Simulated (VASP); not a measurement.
# SiC (P6_3mc) in VASP: notebook

Runs on SiC. Level: PBE. Tasks: single point.

Everything below comes from runs of VASP 6.6.1. Logs are shortened: lines on timing, memory, paths and dates and some standing lists are left out, and cuts for length are marked.

## (1) The cell of the first run

The structure is hexagonal, space group P6_3mc (No. 186). Conventional cell: a = 2.968 Å, b = 2.968 Å, c = 5.480 Å, α = 90.00°, β = 90.00°, γ = 120.00°. Within 2.4 Å of Si (site symmetry 3m) lie 4 C at 1.84 to 2.06 Å. C (site symmetry 3m) has 4 Si at 1.84 to 2.06 Å within 2.4 Å.

## (2) Single point, PBE (strain -0.040 along x and y, +0.080 along z)

The input, INCAR:

```
PREC = Accurate
ENCUT = 520
EDIFF = 1E-6
ISMEAR = 0
SIGMA = 0.05
LREAL = F
LASPH = T
NELM = 60
ALGO = Normal
ISIF = 2
LWAVE = F
LCHARG = F
GGA = PE
NBANDS = 16
```

The input, KPOINTS:

```
Automatic mesh
0
Gamma
  12 12 6
```

The input, POSCAR:

```
SiC
1.0
    2.9680957510      0.0000000000      0.0000000000
   -1.4840478755      2.5704463213      0.0000000000
    0.0000000000      0.0000000000      5.4799428716
Si C
2 2
Direct
    0.3333333333      0.6666666667      0.0045635313
    0.6666666667      0.3333333333      0.5045635313
    0.3333333333      0.6666666667      0.3804364687
    0.6666666667      0.3333333333      0.8804364687
```

Potentials or basis: VASP PAW PBE potentials, release 64 (Si, C).

Started as:

```
$ cat potpaw_PBE.64/Si/POTCAR potpaw_PBE.64/C/POTCAR > POTCAR
$ mpirun -np 1 vasp_std > vasp.out
```

OUTCAR:

```text
PREC = Accurate
   ENCUT = 520
   EDIFF = 1E-6
   ISMEAR = 0
   LREAL = F
   LASPH = T
   NELM = 60
   ISIF = 2
   GGA = PE

 ion  position               nearest neighbor table
   1  0.333  0.667  0.005-   4 1.84   4 1.84   4 1.84   3 2.06
   2  0.667  0.333  0.505-   3 1.84   3 1.84   3 1.84   4 2.06
   3  0.333  0.667  0.380-   2 1.84   2 1.84   2 1.84   1 2.06
   4  0.667  0.333  0.880-   1 1.84   1 1.84   1 1.84   2 2.06

  LATTYP: Found a hexagonal cell.
 ALAT       =     2.9680957510
 C/A-ratio  =     1.8462823747

  Lattice vectors:

 A1 = (   2.9680957510,   0.0000000000,   0.0000000000)
 A2 = (  -1.4840478755,   2.5704463213,   0.0000000000)
 A3 = (   0.0000000000,   0.0000000000,   5.4799428716)

Analysis of symmetry for initial positions (statically):
=====================================================================
 Subroutine PRICEL returns:
 Original cell was already a primitive cell.

 Routine SETGRP: Setting up the symmetry group for a
 hexagonal supercell.

 Subroutine GETGRP returns: Found 12 space group operations
 (whereof  6 operations were pure point group operations)
 out of a pool of 24 trial point group operations.

The static configuration has the point symmetry C_3v.
 The point group associated with its full space group is C_6v.

Analysis of symmetry for dynamics (positions and initial velocities):
=====================================================================
 Subroutine PRICEL returns:
 Original cell was already a primitive cell.

 Routine SETGRP: Setting up the symmetry group for a
 hexagonal supercell.

 Subroutine GETGRP returns: Found 12 space group operations
 (whereof  6 operations were pure point group operations)
 out of a pool of 24 trial point group operations.

The dynamic configuration has the point symmetry C_3v.
 The point group associated with its full space group is C_6v.

 Subroutine INISYM returns: Found 12 space group operations
 (whereof  6 operations are pure point group operations),
 and found     1 'primitive' translations

----------------------------------------------------------------------------------------

                                     Primitive cell

  volume of cell :      41.8083

  direct lattice vectors                    reciprocal lattice vectors
     2.968095751  0.000000000  0.000000000     0.336916354  0.194518748  0.000000000
    -1.484047875  2.570446321  0.000000000     0.000000000  0.389037496  0.000000000
     0.000000000  0.000000000  5.479942872     0.000000000  0.000000000  0.182483654

  length of vectors
     2.968095751  2.968095751  5.479942872     0.389037496  0.389037496  0.182483654

  position of ions in fractional coordinates (direct lattice)
     0.333333333  0.666666667  0.004563531
     0.666666667  0.333333333  0.504563531
     0.333333333  0.666666667  0.380436469
     0.666666667  0.333333333  0.880436469

  ion indices of the primitive-cell ions
   primitive index   ion index
                 1           1
                 2           2
                 3           3
                 4           4

----------------------------------------------------------------------------------------

 KPOINTS: Automatic mesh

Automatic generation of k-mesh.
 Grid dimensions read from file:
 generate k-points for:   12   12    6

 Generating k-lattice:

  Cartesian coordinates                     Fractional coordinates (reciprocal lattice)
     0.028076363  0.016209896  0.000000000     0.083333333 -0.000000000  0.000000000
     0.000000000  0.032419791  0.000000000     0.000000000  0.083333333  0.000000000
     0.000000000  0.000000000  0.030413942     0.000000000  0.000000000  0.166666667

  Length of vectors
     0.032419791  0.032419791  0.030413942

  Shift w.r.t. Gamma in fractional coordinates (k-lattice)
     0.000000000  0.000000000  0.000000000

 Subroutine IBZKPT returns following result:
 ===========================================

 Found     76 irreducible k-points:

 Following reciprocal coordinates:
            Coordinates               Weight
[... 46 lines left out ...]
 Fermi energy:         8.5875225261

 k-point     1 :       0.0000    0.0000    0.0000
  band No.  band energies     occupation
      1      -7.3947      2.00000
      2      -4.7801      2.00000
      3      -0.6130      2.00000
      4       7.4128      2.00000
      5       7.5316      2.00000
      6       7.5316      2.00000
[... 8 lines left out ...]
     15      17.3781      0.00000
     16      18.8903      0.00000

 k-point     2 :       0.0833    0.0000    0.0000
  band No.  band energies     occupation
      1      -7.2636      2.00000
      2      -4.6606      2.00000
      3      -0.4876      2.00000
      4       6.8415      2.00000
      5       7.3127      2.00000
      6       7.3832      2.00000
[... 8 lines left out ...]
     15      17.6940      0.00000
     16      18.8391      0.00000

 k-point     3 :       0.1667    0.0000    0.0000
  band No.  band energies     occupation
      1      -6.8733      2.00000
      2      -4.3083      2.00000
      3      -0.1189      2.00000
      4       5.2819      2.00000
      5       6.5380      2.00000
      6       6.8162      2.00000
[... 8 lines left out ...]
     15      18.0259      0.00000
     16      18.4550      0.00000

 k-point     4 :       0.2500   -0.0000    0.0000
  band No.  band energies     occupation
      1      -6.2354      2.00000
      2      -3.7472      2.00000
      3       0.4572      2.00000
      4       3.4982      2.00000
      5       4.9999      2.00000
      6       6.2738      2.00000
[... 8 lines left out ...]
     15      18.4715      0.00000
     16      19.5367      0.00000
[... 324 lines left out ...]
 k-point    22 :       0.1667    0.0000    0.1667
  band No.  band energies     occupation
      1      -6.7653      2.00000
      2      -4.6276      2.00000
      3       0.3958      2.00000
      4       5.3589      2.00000
      5       6.1630      2.00000
      6       6.8787      2.00000
[... 8 lines left out ...]
     15      18.3265      0.00000
     16      18.4144      0.00000

 k-point    23 :       0.2500   -0.0000    0.1667
  band No.  band energies     occupation
      1      -6.1292      2.00000
      2      -4.0502      2.00000
      3       0.9242      2.00000
      4       3.6120      2.00000
      5       4.7606      2.00000
      6       6.3424      2.00000
[... 8 lines left out ...]
     15      18.5745      0.00000
     16      19.3961      0.00000

 k-point    24 :       0.3333   -0.0000    0.1667
  band No.  band energies     occupation
      1      -5.2752      2.00000
      2      -3.3186      2.00000
      3       1.1369      2.00000
      4       2.4329      2.00000
      5       3.1810      2.00000
      6       5.8952      2.00000
[... 8 lines left out ...]
     15      18.8507      0.00000
     16      20.3949      0.00000

 [... further k-points ...]

------------------------ aborting loop because EDIFF is reached ----------------------------------------

  FORCE on cell =-STRESS in cart. coord.  units (eV):
  Direction    XX          YY          ZZ          XY          YZ          ZX
  --------------------------------------------------------------------------------------
  -------------------------------------------------------------------------------------
  Total        6.4937888      6.4937888     -8.8978911      0.0000000      0.0000000     -0.0000000
  in kB      248.8549396    248.8549396   -340.9849339      0.0000000      0.0000000     -0.0000000
  external PRESSURE =      52.2416484 kB  Pullay stress =       0.0000000 kB

 VOLUME and BASIS-vectors are now :
 -----------------------------------------------------------------------------
  energy-cutoff  :      520.00
  volume of cell :       41.81
      direct lattice vectors                 reciprocal lattice vectors
     2.968095751  0.000000000  0.000000000     0.336916354  0.194518748  0.000000000
    -1.484047875  2.570446321  0.000000000     0.000000000  0.389037496  0.000000000
     0.000000000  0.000000000  5.479942872     0.000000000  0.000000000  0.182483654

 POSITION                                       TOTAL-FORCE (eV/Angst)
 -----------------------------------------------------------------------------------
     -0.00000      1.71363      0.02501         0.000000      0.000000      0.500113
      1.48405      0.85682      2.76498         0.000000     -0.000000      0.500113
     -0.00000      1.71363      2.08477        -0.000000      0.000000     -0.500113
      1.48405      0.85682      4.82474         0.000000     -0.000000     -0.500113
 -----------------------------------------------------------------------------------
    total drift:                                0.000000      0.000000      0.000973

  FREE ENERGIE OF THE ION-ELECTRON SYSTEM (eV)
  ---------------------------------------------------
  free  energy   TOTEN  =       -29.4867118674 eV

  energy  without entropy=      -29.4867118674  energy(sigma->0) =      -29.48671187
```

It took 50 s on 1 thread of Intel Xeon 8259CL, shared host; peak memory 0.18 GiB.

Results:

```yaml
Free_energy: -29.4867 eV
Pressure: 5.2 GPa
Largest_force: 0.500 eV/Å
Band_gap_on_the_k_mesh: 1.83 eV (least direct gap 3.24 eV)
```

Forces on the atoms (eV/Å):
```
Si   0.000  0.000  0.500
Si   0.000  0.000  0.500
C    0.000  0.000 -0.500
C    0.000  0.000 -0.500
```

Caveat: the cell differs from its parent crystal (strain -0.040 along x and y, +0.080 along z); the cell stands under pressure. A k mesh can miss the band edges.

## (3) Single point, PBE (strain +0.000 along x and y, +0.040 along z)

The input, INCAR:

```
ALGO = Normal
EDIFF = 1E-7
ENCUT = 520
GGA = PE
ISIF = 2
ISMEAR = 0
LASPH = T
LCHARG = F
LREAL = F
LWAVE = F
NBANDS = 16
NELM = 80
PREC = Accurate
SIGMA = 0.05
```

The input, KPOINTS:

```
k-points
0
Gamma
  12 12 6
```

The input, POSCAR:

```
SiC
1.0
    3.0917664073      0.0000000000      0.0000000000
   -1.5458832036      2.6775482513      0.0000000000
    0.0000000000      0.0000000000      5.2769820245
Si C
2 2
Direct
    0.3333333333      0.6666666667      0.0045635313
    0.6666666667      0.3333333333      0.5045635313
    0.3333333333      0.6666666667      0.3804364687
    0.6666666667      0.3333333333      0.8804364687
```

Potentials or basis: VASP PAW PBE potentials, release 64 (Si, C).

Started as:

```
$ cat potpaw_PBE.64/Si/POTCAR potpaw_PBE.64/C/POTCAR > POTCAR
$ mpirun -np 1 vasp_std > vasp.out
```

Wall time 54 s (1 thread of Intel Xeon 8259CL, shared host); peak memory 0.18 GiB.

The run converged. Its results:

| Quantity | Value |
| --- | --- |
| Free energy | -30.0032 eV |
| Pressure | -7.2 GPa |
| Largest force | 0.190 eV/Å |
| Band gap on the k mesh | 2.23 eV (least direct gap 4.20 eV) |

Forces on the atoms (eV/Å):
```
Si   0.000  0.000  0.190
Si   0.000  0.000  0.190
C    0.000  0.000 -0.190
C    0.000  0.000 -0.190
```

Stress tensor (GPa, compression positive):
```
 -1.10   0.00   0.00
  0.00  -1.10   0.00
  0.00   0.00 -19.48
```

Levels at points of the mesh, in eV from the valence-band top:
| k point | band 5 | band 6 | band 7 | band 8 | band 9 | band 10 | band 11 | band 12 |
| --- | --- | --- | --- | --- | --- | --- | --- | --- |
| (0.00, 0.00, 0.00) | -1.11 | -0.30 | 0.00 | 0.00 | 4.89 | 4.91 | 6.62 | 6.62 |
| (0.50, 0.00, 0.00) | -5.20 | -3.12 | -3.06 | -1.28 | 2.93 | 3.91 | 6.38 | 7.06 |
| (0.00, 0.00, 0.50) | -0.60 | -0.60 | -0.60 | -0.60 | 5.83 | 5.83 | 7.29 | 7.29 |
| (0.50, 0.00, 0.50) | -2.45 | -2.45 | -2.31 | -2.31 | 2.99 | 2.99 | 4.89 | 4.89 |

Caveat: the cell differs from its parent crystal (strain +0.000 along x and y, +0.040 along z); the cell stands under tension. A k mesh can miss the band edges.

## (4) Single point, PBE (strain +0.040 along x and y, -0.040 along z)

The input, INCAR:

```
  ALGO = Normal
  EDIFF = 1E-6
  ENCUT = 520
  GGA = PE
  ISIF = 2
  ISMEAR = 0
  LASPH = T
  LCHARG = F
  LREAL = F
  LWAVE = F
  NBANDS = 16
  NELM = 60
  PREC = Accurate
  SIGMA = 0.05
```

KPOINTS is that of step 3.

The input, POSCAR:

```
SiC
1.0
    3.2154370636      0.0000000000      0.0000000000
   -1.6077185318      2.7846501814      0.0000000000
    0.0000000000      0.0000000000      4.8710603303
Si C
2 2
Direct
    0.3333333333      0.6666666667      0.0045635313
    0.6666666667      0.3333333333      0.5045635313
    0.3333333333      0.6666666667      0.3804364687
    0.6666666667      0.3333333333      0.8804364687
```

Started as:

```
$ cat potpaw_PBE.64/Si/POTCAR potpaw_PBE.64/C/POTCAR > POTCAR
$ mpirun -np 1 vasp_std > vasp.out
```

Wall time 50 s (1 thread of Intel Xeon 8259CL, shared host); peak memory 0.18 GiB.

The run converged. Its results:

* Free energy: -29.7738 eV
* Pressure: -5.9 GPa
* Largest force: 0.872 eV/Å
* Band gap on the k mesh: 2.04 eV (least direct gap 3.09 eV)

Forces in eV/Å, atoms in the order of the input:
```
Si   0.000  0.000 -0.872
Si   0.000  0.000 -0.872
C    0.000  0.000  0.872
C    0.000  0.000  0.872
```

Stress tensor (GPa, compression positive):
```
-19.78   0.00   0.00
  0.00 -19.78   0.00
  0.00   0.00  21.87
```

Levels at points of the mesh, in eV from the valence-band top:
| k point | band 6 | band 7 | band 8 | band 9 | band 10 | band 11 |
| --- | --- | --- | --- | --- | --- | --- |
| (0.00, 0.00, 0.00) | -0.12 | -0.12 | 0.00 | 3.09 | 5.68 | 5.70 |
| (0.50, 0.00, 0.00) | -3.67 | -3.29 | -1.07 | 2.04 | 4.55 | 6.32 |
| (0.00, 0.00, 0.50) | -1.07 | -1.07 | -1.07 | 4.52 | 4.52 | 6.47 |
| (0.50, 0.00, 0.50) | -2.64 | -2.01 | -2.01 | 3.16 | 3.16 | 5.48 |

Caveat: the cell differs from its parent crystal (strain +0.040 along x and y, -0.040 along z); the cell stands under tension.

## (5) Single point, PBE (strain +0.080 along x and y, -0.080 along z)

The input, INCAR:

```
SYSTEM = SiC
PREC = Accurate
ENCUT = 520
EDIFF = 1E-7
ISMEAR = 0
SIGMA = 0.05
LREAL = .False.
LASPH = .True.
NELM = 100
ALGO = Normal
ISIF = 2
LWAVE = .False.
LCHARG = .False.
GGA = PE
NBANDS = 16
```

The input, KPOINTS:

```
Automatic mesh
0
Gamma
  12 12 6
  0 0 0
```

The input, POSCAR:

```
SiC
1.0
    3.3391077199      0.0000000000      0.0000000000
   -1.6695538599      2.8917521114      0.0000000000
    0.0000000000      0.0000000000      4.6680994832
Si C
2 2
Direct
    0.3333333333      0.6666666667      0.0045635313
    0.6666666667      0.3333333333      0.5045635313
    0.3333333333      0.6666666667      0.3804364687
    0.6666666667      0.3333333333      0.8804364687
```

Started as:

```
$ cat potpaw_PBE.64/Si/POTCAR potpaw_PBE.64/C/POTCAR > POTCAR
$ mpirun -np 1 vasp_std > vasp.out
```

Wall time 86 s (1 thread of Intel Xeon 8259CL, shared host); peak memory 0.19 GiB.

The run converged. Its results:

- Free energy: -28.8038 eV
- Pressure: -6.5 GPa
- Largest force: 2.206 eV/Å
- Band gap on the k mesh: 1.47 eV (least direct gap 1.80 eV)

Forces on the atoms (eV/Å):
```
Si   0.000  0.000 -2.206
Si   0.000  0.000 -2.206
C    0.000  0.000  2.206
C    0.000  0.000  2.206
```

Stress tensor (GPa, compression positive):
```
-33.34   0.00   0.00
  0.00 -33.34   0.00
  0.00   0.00  47.13
```

Levels at points of the mesh, in eV from the valence-band top:
```csv
k point,band 5,band 6,band 7,band 8,band 9,band 10,band 11,band 12
"(0.00, 0.00, 0.00)",-2.25,-0.09,-0.09,-0.04,1.77,4.98,5.07,5.07
"(0.50, 0.00, 0.00)",-5.13,-3.94,-3.23,-0.78,1.47,4.99,6.01,6.19
"(0.00, 0.00, 0.50)",-1.30,-1.30,-1.30,-1.30,3.66,3.66,5.89,5.89
"(0.50, 0.00, 0.50)",-2.73,-2.73,-1.61,-1.61,3.04,3.04,6.17,6.17
```

Caveat: the cell differs from its parent crystal (strain +0.080 along x and y, -0.080 along z); the cell stands under tension; forces of over 1 eV/Å act on the atoms, so gaps and moduli don't describe the material at rest.

## (6) Single point, PBE (strain +0.000 along x and y, +0.080 along z)

The input, INCAR:

```
SYSTEM = SiC
  PREC = Accurate
  ENCUT = 520
  EDIFF = 1E-6
  ISMEAR = 0
  SIGMA = 0.05
  LREAL = .FALSE.
  LASPH = .TRUE.
  NELM = 80
  ALGO = Normal
  ISIF = 2
  LWAVE = .FALSE.
  LCHARG = .FALSE.
  GGA = PE
  NBANDS = 16
```

The input, KPOINTS:

```
regular mesh
0
G
  12 12 6
  0 0 0
```

The input, POSCAR:

```
SiC
1.0
    3.0917664073      0.0000000000      0.0000000000
   -1.5458832036      2.6775482513      0.0000000000
    0.0000000000      0.0000000000      5.4799428716
Si C
2 2
Direct
    0.3333333333      0.6666666667      0.0045635313
    0.6666666667      0.3333333333      0.5045635313
    0.3333333333      0.6666666667      0.3804364687
    0.6666666667      0.3333333333      0.8804364687
```

Potentials or basis: VASP PAW PBE potentials, release 64 (Si, C).

Started as:

```
$ cat potpaw_PBE.64/Si/POTCAR potpaw_PBE.64/C/POTCAR > POTCAR
$ mpirun -np 1 vasp_std > vasp.out
```

It took 55 s on 1 thread of Intel Xeon 8259CL, shared host; peak memory 0.18 GiB.

Results (log left out):

| Item | Value |
| --- | --- |
| Free energy | -29.7214 eV |
| Pressure | -12.5 GPa |
| Largest force | 0.116 eV/Å |
| Band gap on the k mesh | 2.18 eV (least direct gap 3.74 eV) |

Forces in eV/Å, atoms in the order of the input:
```
Si   0.000  0.000  0.116
Si   0.000  0.000  0.116
C    0.000  0.000 -0.116
C    0.000  0.000 -0.116
```

Stress tensor (GPa, compression positive):
```
 -1.91   0.00   0.00
  0.00  -1.91   0.00
  0.00   0.00 -33.56
```

Levels at points of the mesh, in eV from the valence-band top:
```tsv
k point	band 5	band 6	band 7	band 8	band 9	band 10	band 11	band 12
(0.00, 0.00, 0.00)	-0.93	-0.50	0.00	0.00	3.74	5.11	6.67	6.67
(0.50, 0.00, 0.00)	-5.03	-3.01	-2.87	-1.35	3.07	3.65	5.84	7.05
(0.00, 0.00, 0.50)	-0.50	-0.50	-0.50	-0.50	5.86	5.86	7.29	7.29
(0.50, 0.00, 0.50)	-2.56	-2.56	-2.22	-2.22	2.68	2.68	4.68	4.68
```

Caveat: the cell differs from its parent crystal (strain +0.000 along x and y, +0.080 along z); the cell stands under tension.

## (7) Overview

```csv
cell,gap on the mesh (eV),pressure (GPa),largest force (eV/Å)
"a = 2.968, b = 2.968, c = 5.480 Å, angles 90.0, 90.0, 120.0°, 4 atoms",1.83,5.2,0.50
"a = 3.092, b = 3.092, c = 5.277 Å, angles 90.0, 90.0, 120.0°, 4 atoms",2.23,-7.2,0.19
"a = 3.215, b = 3.215, c = 4.871 Å, angles 90.0, 90.0, 120.0°, 4 atoms",2.04,-5.9,0.87
"a = 3.339, b = 3.339, c = 4.668 Å, angles 90.0, 90.0, 120.0°, 4 atoms",1.47,-6.5,2.21
"a = 3.092, b = 3.092, c = 5.480 Å, angles 90.0, 90.0, 120.0°, 4 atoms",2.18,-12.5,0.12
```

Alike in all rows: task single point; level PBE; potentials or basis VASP PAW PBE potentials, release 64 (Si, C); no spin polarisation; k mesh 12 × 12 × 6; cutoff (eV) 520; smearing gaussian 0.05 eV.

Caveats: the cell stands under tension (at least some runs); the cell stands under pressure (at least some runs); forces of over 1 eV/Å act on the atoms, so gaps and moduli don't describe the material at rest (at least some runs).

Absolute energies hang on the potentials; compare differences alone.
